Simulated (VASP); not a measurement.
A run of VASP 6.6.1 is set up as follows.

Contents of POSCAR:

```
C
1.0
    0.0000000000      1.7165225000      1.7834000000
    1.8502775000      0.0000000000      1.7834000000
    1.8502775000      1.7165225000      0.0000000000
C
2
Direct
    0.5000000000      0.5000000000      0.5000000000
    0.7500000000      0.7500000000      0.7500000000
```

INCAR.step1

```
SYSTEM = C
PREC = Accurate ; ENCUT = 910
ISMEAR = 0 ; SIGMA = 0.05
LREAL = .False. ; LASPH = .True.
NELM = 120 ; NBANDS = 11
GGA = PE ; ALGO = Normal
EDIFF = 1E-5 ; LWAVE = .True.
LCHARG = .False. ; GGA_COMPAT = .False.
```

The input INCAR.step2:

```
SYSTEM = C
PREC = Accurate ; ENCUT = 910
EDIFF = 1E-6 ; ISMEAR = 0
SIGMA = 0.05 ; LREAL = .False.
LASPH = .True. ; NELM = 120
ALGO = Normal ; ISIF = 2
LWAVE = .False. ; LCHARG = .False.
METAGGA = R2SCAN ; LMIXTAU = .True.
NBANDS = 11 ; ISTART = 1
GGA_COMPAT = .False.
```

The input KPOINTS:

```
regular mesh
0
Gamma
  12 12 12
  0 0 0
```

Potentials or basis: VASP PAW PBE potentials, release 64 (C_h).

Command:

```sh
$ cat potpaw_PBE.64/C_h/POTCAR > POTCAR
$ cp INCAR.step1 INCAR
$ mpirun -np 1 vasp_std > vasp.out
$ cp INCAR.step2 INCAR
$ mpirun -np 1 vasp_std > vasp.out
```

**Question.** What does it give for the band gap on the k mesh?

**Answer.** 2.90 eV (least direct gap 4.85 eV).

**Question.** Estimate the pressure.

**Answer.** -2.5 GPa.

Stress tensor (GPa, compression positive):
```
-40.71   0.00   0.00
  0.00  33.32   0.00
  0.00   0.00  -0.05
```

Caveat: the cell differs from its parent crystal (strain +0.0375 x Voigt [1, -1, 0, 0, 0, 0]); the cutoff is under 1.25 times the usual one of these potentials, so pressure, stress and relaxed cells hold a basis-set (Pulay) error; the PAW data sets were made with another functional, which shifts forces and pressure a little. A k mesh can miss the band edges.
